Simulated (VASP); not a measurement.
Here is a VASP 6.6.1 calculation.

File INCAR:

```
SYSTEM = NiO
PREC     = Accurate       ! precision mode
ENCUT    = 520            ! plane-wave cutoff, eV
EDIFF    = 1E-6           ! SCF threshold, eV
ISMEAR   = -1             ! smearing method
SIGMA    = 0.05           ! smearing width, eV
LREAL    = .False.        ! projectors in reciprocal space
LASPH    = .True.         ! aspherical terms in the spheres
NELM     = 150            ! most SCF steps
ALGO     = Normal         ! electronic algorithm
ISIF     = 2              ! what is computed and relaxed
LWAVE    = .False.        ! write WAVECAR
LCHARG   = .False.        ! write CHGCAR
ISPIN    = 2              ! spin polarisation
MAGMOM   = 1 0            ! initial moments
LORBIT   = 11             ! projections on sites
LMAXMIX  = 4              ! l up to which the mixer works
GGA      = RE             ! functional
NBANDS   = 19             ! bands
```

File KPOINTS:

```
Automatic mesh
0
Gamma
  6 6 6
  0 0 0
```

File POSCAR:

```
NiO
1.0
    0.0000000000      2.0859016414      2.0859016414
    2.0859016414      0.0000000000      2.0859016414
    2.0859016414      2.0859016414      0.0000000000
Ni O
1 1
Direct
    0.0000000000      0.0000000000      0.0000000000
    0.5000000000      0.5000000000      0.5000000000
```

Potentials or basis: VASP PAW PBE potentials, release 64 (Ni, O).

Run with:

```console
$ cat potpaw_PBE.64/Ni/POTCAR potpaw_PBE.64/O/POTCAR > POTCAR
$ mpirun -np 1 vasp_std > vasp.out
```

Estimate the pressure.

10.4 GPa.

Predict the site moments.

Ni +1.44; O +0.26 μB.

Caveat: the k points lie up to 0.43 Å⁻¹ apart; the PAW data sets were made with another functional, which shifts forces and pressure a little; a cell with one magnetic atom can't hold antiferromagnetic order, which such compounds often take.
